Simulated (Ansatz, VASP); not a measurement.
## One calculation of B2Ir, two programs

```
CELL_PARAMETERS angstrom
2.69520 0.00000 0.00000
0.00000 2.69520 0.00000
0.00000 0.00000 4.20161
ATOMIC_POSITIONS crystal
B 0.50000 0.50000 0.30132
B 0.50000 0.50000 0.69868
Ir 0.00000 0.00000 0.00000
```

Change from the starting cell: species swapped into the FeSi2 type (P4/mmm, No. 123).

Alike in both runs: task single point; functional PBE; k mesh 6 × 6 × 4; occupations gaussian, width 0.1 eV; collinear spin.

```csv
,VASP,Ansatz
version,VASP 6.6.1,Ansatz 0.2.0
potentials or method,"VASP PAW PBE potentials, release 64 (B, Ir), cutoff 500 eV","scalar-relativistic, plane waves, PAW"
valence electrons in the cell,15,23
```

Ansatz gave:

```
gap on the k mesh at the Fermi level (eV)                     : none
pressure (GPa)                                                : 0.1
traceless stress, the component that is largest in VASP (GPa) : 1.69
rms of the force components (eV/Å)                            : 0.021
net moment per atom (μB)                                      : 0.00
```

Task: What did VASP give for the same quantities?

Result: gap on the k mesh at the Fermi level (eV): none; pressure (GPa): 0.6; traceless stress, the component that is largest in VASP (GPa): 1.75; rms of the force components (eV/Å): 0.003; net moment per atom (μB): 0.00.

Atom by atom the forces differ by 0.018 eV/Å (rms over components). A gap of «none» marks a metal or a gap that the smearing closes. VASP's potentials hold 15 valence electrons a cell and Ansatz's 23, so a difference there can come from the potentials and not from the codes. Ansatz's warnings: seeded moment not kept.

The k mesh is coarse, so the values compare programs but aren't converged. Spin-orbit coupling is off throughout.
